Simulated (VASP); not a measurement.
# Zn8S7 (a cell with a defect) in VASP: further runs, part 2 of 2

VASP 6.6.1. The steps go on from the part before.

## Step 3: Single point, PBE

INCAR

```
PREC = Accurate
ENCUT = 520
EDIFF = 1E-6
ISMEAR = 0
SIGMA = 0.01
LREAL = Auto
LASPH = True
NELM = 80
ALGO = Normal
ISIF = 2
LWAVE = False
LCHARG = False
GGA = PE
NBANDS = 82
```

KPOINTS

```
regular mesh
0
Gamma
  1 1 1
```

POSCAR

```
Zn8S7
1.0
    0.0000000000      0.0000000000      6.3046430618
   -3.8440669373      6.6581192431      0.0000000000
   -3.8440669373     -6.6581192430      0.0000000000
Zn S
8 7
Direct
    0.0745533687      0.1666666667      0.3333333333
   -0.0080063847      0.6653601195      0.3307202389
   -0.0080063847      0.1692797611      0.8346398805
   -0.0080063847      0.6653601195      0.8346398805
    0.4943972844      0.8650919632      0.1825459816
    0.4943972844      0.3174540184      0.1825459816
    0.4868163076      0.8333333333      0.6666666667
    0.4943972844      0.3174540184      0.6349080368
    0.3696107187      0.6631981690      0.3263963380
    0.3696107187      0.1736036620      0.8368018310
    0.3696107187      0.6631981690      0.8368018310
    0.8783262094      0.8556041592      0.1778020796
    0.8783262094      0.3221979204      0.1778020796
    0.8609135139      0.8333333333      0.6666666667
    0.8783262094      0.3221979204      0.6443958408
```

Potentials or basis: VASP PAW PBE potentials, release 64 (Zn, S).

Run with:

```console
$ cat potpaw_PBE.64/Zn/POTCAR potpaw_PBE.64/S/POTCAR > POTCAR
$ mpirun -np 1 vasp_gam > vasp.out
```

OUTCAR:

```text
PREC = Accurate
   ENCUT = 520
   EDIFF = 1E-6
   ISMEAR = 0
   LREAL = Auto
   LASPH = True
   NELM = 80
   ISIF = 2
   GGA = PE

 ion  position               nearest neighbor table
   1  0.075  0.167  0.333-  13 2.41  15 2.41  12 2.41
   2  0.992  0.665  0.331-   9 2.38  14 2.38  12 2.40  13 2.40
   3  0.992  0.169  0.835-  10 2.38  14 2.38  15 2.40  13 2.40
   4  0.992  0.665  0.835-  11 2.38  14 2.38  12 2.40  15 2.40
   5  0.494  0.865  0.183-  12 2.42  11 2.44   9 2.44
   6  0.494  0.317  0.183-  13 2.42  10 2.44   9 2.44
   7  0.487  0.833  0.667-  14 2.36  11 2.38   9 2.38  10 2.38
   8  0.494  0.317  0.635-  15 2.42  10 2.44  11 2.44
   9  0.370  0.663  0.326-   2 2.38   7 2.38   5 2.44   6 2.44
  10  0.370  0.174  0.837-   3 2.38   7 2.38   6 2.44   8 2.44
  11  0.370  0.663  0.837-   4 2.38   7 2.38   5 2.44   8 2.44
  12  0.878  0.856  0.178-   2 2.40   4 2.40   1 2.41   5 2.42
  13  0.878  0.322  0.178-   3 2.40   2 2.40   1 2.41   6 2.42
  14  0.861  0.833  0.667-   7 2.36   4 2.38   2 2.38   3 2.38
  15  0.878  0.322  0.644-   3 2.40   4 2.40   1 2.41   8 2.42

  LATTYP: Found a hexagonal cell.
 ALAT       =     7.6881338746
 C/A-ratio  =     0.8200485533

  Lattice vectors:

 A1 = (  -3.8440669373,   6.6581192431,   0.0000000000)
 A2 = (  -3.8440669373,  -6.6581192430,   0.0000000000)
 A3 = (   0.0000000000,   0.0000000000,   6.3046430618)

Analysis of symmetry for initial positions (statically):
=====================================================================
 Subroutine PRICEL returns:
 Original cell was already a primitive cell.

 Routine SETGRP: Setting up the symmetry group for a
 hexagonal supercell.

 Subroutine GETGRP returns: Found  6 space group operations
 (whereof  2 operations were pure point group operations)
 out of a pool of 24 trial point group operations.

The static configuration has the point symmetry C_1h.
[... 152 lines left out ...]
 maximum number of plane-waves:      4365
 NGX is ok and might be reduce to    48
   NGX = 23   NGY = 29   NGZ = 29

 number of electron     138.0000048 magnetization

 Free energy of the ion-electron system (eV)
  ---------------------------------------------------
  ext. energy  EPLUGINS =         0.00000000
  ---------------------------------------------------
  free energy    TOTEN  =       -46.24561633 eV

  energy without entropy =      -46.24561633  energy(sigma->0) =      -46.24561633

 E-fermi :   1.3786     XC(G=0):  -9.2799

 val. band max:        1.3125825899   @ k =   0.0000   0.0000   0.0000
 cond. band min:       4.1005808404   @ k =   0.0000   0.0000   0.0000
 fundamental gap:      2.7879982505
 Fermi energy:         1.3785824987

 k-point     1 :       0.0000    0.0000    0.0000
  band No.  band energies     occupation
      1     -11.2679      2.00000
      2     -10.5096      2.00000
      3     -10.5003      2.00000
      4     -10.5003      2.00000
      5     -10.2965      2.00000
      6     -10.1760      2.00000
[... 73 lines left out ...]
     80       6.7260      0.00000
     81       6.7260      0.00000
 [bands above 81 left out]

------------------------ aborting loop because EDIFF is reached ----------------------------------------

  FORCE on cell =-STRESS in cart. coord.  units (eV):
  Direction    XX          YY          ZZ          XY          YZ          ZX
  --------------------------------------------------------------------------------------
  -------------------------------------------------------------------------------------
  Total       -0.4883285     -0.4883285    -17.5111174      0.0000000     -0.0000000     -0.0000000
  in kB       -2.4243183     -2.4243183    -86.9343540      0.0000000     -0.0000000     -0.0000000
  external PRESSURE =     -30.5943302 kB  Pullay stress =       0.0000000 kB

 VOLUME and BASIS-vectors are now :
 -----------------------------------------------------------------------------
  energy-cutoff  :      520.00
  volume of cell :      322.73
      direct lattice vectors                 reciprocal lattice vectors
     0.000000000  0.000000000  6.304643062     0.000000000  0.000000000  0.158613262
    -3.844066937  6.658119243  0.000000000    -0.130070576  0.075096282  0.000000000
    -3.844066937 -6.658119243  0.000000000    -0.130070576 -0.075096282  0.000000000

 POSITION                                       TOTAL-FORCE (eV/Angst)
 -----------------------------------------------------------------------------------
     -1.92203     -1.10969      0.47003         0.000000     -0.000000      0.047149
     -3.82900      2.22807      6.25417        -0.000159     -0.000092     -0.009029
     -3.85913     -4.43005      6.25417         0.000159     -0.000092     -0.009029
     -5.76610     -1.12708      6.25417         0.000000      0.000184     -0.009029
     -4.02719      4.54447      3.11700        -0.001945      0.001123     -0.007354
     -1.92203      0.89823      3.11700         0.000000     -0.002245     -0.007354
     -5.76610      1.10969      3.06920        -0.000000     -0.000000      0.008290
     -3.66094     -2.11365      3.11700         0.001945      0.001123     -0.007354
     -3.80407      2.24247      2.33026         0.009394      0.005423      0.007611
     -3.88407     -4.41565      2.33026        -0.009394      0.005423      0.007611
     -5.76610     -1.15587      2.33026         0.000000     -0.010847      0.007611
     -3.97248      4.51289      5.53753         0.005904     -0.003409     -0.010273
     -1.92203      0.96140      5.53753         0.000000      0.006817     -0.010273
     -5.76610      1.10969      5.42775         0.000000     -0.000000      0.001694
     -3.71565     -2.14523      5.53753        -0.005904     -0.003409     -0.010273
 -----------------------------------------------------------------------------------
    total drift:                               -0.000031     -0.000051     -0.008533

  FREE ENERGIE OF THE ION-ELECTRON SYSTEM (eV)
  ---------------------------------------------------
  free  energy   TOTEN  =       -46.2456163348 eV

  energy  without entropy=      -46.2456163348  energy(sigma->0) =      -46.24561633
```

Run time: 70 s. Hardware: 1 thread of Intel Xeon Platinum 8375C at 2.90GHz (Ice Lake), shared host; peak memory 0.38 GiB.

Results:

```yaml
Free_energy: -46.2456 eV
Pressure: -3.1 GPa
Largest_force: 0.047 eV/Å
Band_gap_on_the_k_mesh: 2.79 eV
```

Forces in eV/Å, atoms in the order of the input:
```
Zn   0.000  0.000  0.047
Zn   0.000  0.000 -0.009
Zn   0.000  0.000 -0.009
Zn   0.000  0.000 -0.009
Zn  -0.002  0.001 -0.007
Zn   0.000 -0.002 -0.007
Zn   0.000  0.000  0.008
Zn   0.002  0.001 -0.007
S    0.009  0.005  0.008
S   -0.009  0.005  0.008
S    0.000 -0.011  0.008
S    0.006 -0.003 -0.010
S    0.000  0.007 -0.010
S    0.000  0.000  0.002
S   -0.006 -0.003 -0.010
```

Stress tensor (GPa, compression positive):
```
-0.24  0.00  0.00
 0.00 -0.24  0.00
 0.00  0.00 -8.69
```

Levels at points of the mesh, in eV from the valence-band top:
```csv
k point,band 67,band 68,band 69,band 70,band 71,band 72
"(0.00, 0.00, 0.00)",-0.54,0.00,0.00,2.79,3.11,3.46
```

Caveat: the k points lie up to 1.00 Å⁻¹ apart.

## Step 4: Single point, PBE

INCAR

```
SYSTEM = Zn8S7
ALGO = Normal ; EDIFF = 1E-6
ENCUT = 520 ; GGA = PE
ISIF = 2 ; ISMEAR = 0
LASPH = .True. ; LCHARG = .True.
LELF = .True. ; LREAL = Auto
LVHAR = .True. ; LWAVE = .False.
NBANDS = 82 ; NELECT = 136.0
NELM = 100 ; PREC = Accurate
SIGMA = 0.01
```

KPOINTS

```
k-points
0
Gamma
  1 1 1
  0 0 0
```

POSCAR

```
Zn8S7
1.0
    0.0000000000      0.0000000000      6.3046430618
   -3.8440669373      6.6581192431      0.0000000000
   -3.8440669373     -6.6581192430      0.0000000000
Zn S
8 7
Direct
    0.0921326482      0.1666666667      0.3333333333
   -0.0016375559      0.6624176598      0.3248353195
   -0.0016375559      0.1751646805      0.8375823402
   -0.0016375559      0.6624176598      0.8375823402
    0.4893415147      0.8706992590      0.1853496295
    0.4893415147      0.3146503705      0.1853496295
    0.4869769517      0.8333333333      0.6666666667
    0.4893415147      0.3146503705      0.6293007410
    0.3677323516      0.6630929024      0.3261858049
    0.3677323516      0.1738141951      0.8369070976
    0.3677323516      0.6630929024      0.8369070976
    0.8748010976      0.8591907997      0.1795953998
    0.8748010976      0.3204046002      0.1795953998
    0.8554448499      0.8333333333      0.6666666667
    0.8748010976      0.3204046002      0.6408092003
```

Run with:

```console
$ cat potpaw_PBE.64/Zn/POTCAR potpaw_PBE.64/S/POTCAR > POTCAR
$ mpirun -np 1 vasp_gam > vasp.out
```

It took 85 s on 1 thread of Intel Xeon Platinum 8375C at 2.90GHz (Ice Lake), shared host; peak memory 0.38 GiB.

The run converged. Its results:

| Property | Result |
| --- | --- |
| Free energy | -48.6104 eV |
| Largest force | 0.034 eV/Å |

Forces on the atoms (eV/Å):
```
Zn   0.000  0.000  0.034
Zn   0.004  0.002 -0.011
Zn  -0.004  0.002 -0.011
Zn   0.000 -0.005 -0.011
Zn  -0.004  0.002 -0.003
Zn   0.000 -0.004 -0.003
Zn   0.000  0.000 -0.010
Zn   0.004  0.002 -0.003
S    0.001  0.001  0.005
S   -0.001  0.001  0.005
S    0.000 -0.001  0.005
S    0.002 -0.001 -0.004
S    0.000  0.002 -0.004
S    0.000  0.000  0.015
S   -0.002 -0.001 -0.004
```

Levels at points of the mesh, in eV from the Fermi level:
| k point | band 65 | band 66 | band 67 | band 68 | band 69 | band 70 |
| --- | --- | --- | --- | --- | --- | --- |
| (0.00, 0.00, 0.00) | -0.47 | -0.41 | -0.41 | 0.00 | 0.00 | 3.01 |

Caveat: the k points lie up to 1.00 Å⁻¹ apart; the cell carries a net charge on a neutralising background, which shifts energy and pressure; the cell is charged against a uniform background, so pressure and absolute levels hang on convention.
